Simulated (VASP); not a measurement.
TePb:

```
CELL_PARAMETERS angstrom
4.57146 0.00000 0.00000
-2.28573 3.95900 0.00000
0.00000 0.00000 7.95770
ATOMIC_POSITIONS crystal
Pb 0.00000 0.00000 0.00000
Pb 0.00000 0.00000 0.50000
Te 0.33333 0.66667 0.25000
Te 0.66667 0.33333 0.75000
```

* Program: VASP 6.6.1
* Task: relaxation of cell and atoms
* Functional: LDA
* Potentials or basis: VASP PAW LDA potentials, release 64 (Pb_d, Te)
* Cutoff: 600 eV
* k mesh: 6 × 6 × 4
* Occupations: fermi-dirac, width 0.02 eV
* Spin: no spin polarisation

At the start: pressure -3.4 GPa; volume 36.01 Å³/atom.

Problem. Where does the relaxation end?

Solution. Over 10 steps the energy falls by 34.4 meV/atom and the volume is 32.89 Å³/atom (-8.6 %); space group P6_3/mmc (No. 194, to 0.1 Å) before and after.

The path:
```tsv
step	energy change (eV)	largest force (eV/Å)	pressure (GPa)	volume (Å³)
1	0.0000	0.0000	-3.37	144.02
2	-0.1237	0.0000	1.25	128.80
3	-0.1362	0.0000	-0.02	132.07
4	-0.1361	0.0000	0.06	131.84
5	-0.1367	0.0000	0.05	131.76
6	-0.1375	0.0000	0.06	131.53
7	-0.1376	0.0000	0.06	131.47
8	-0.1376	0.0000	0.07	131.36
9	-0.1376	0.0000	-0.12	131.87
10	-0.1377	0.0000	0.00	131.58
```

Final structure:
```xyz
4
Lattice="4.4114 0.0000 0.0000 -2.2057 3.8204 0.0000 0.0000 0.0000 7.8071" Properties=species:S:1:pos:R:3 pbc="T T T"
Pb    0.0000    0.0000    0.0000
Pb    0.0000    0.0000    3.9036
Te    0.0000    2.5469    1.9518
Te    2.2057    1.2735    5.8553
```
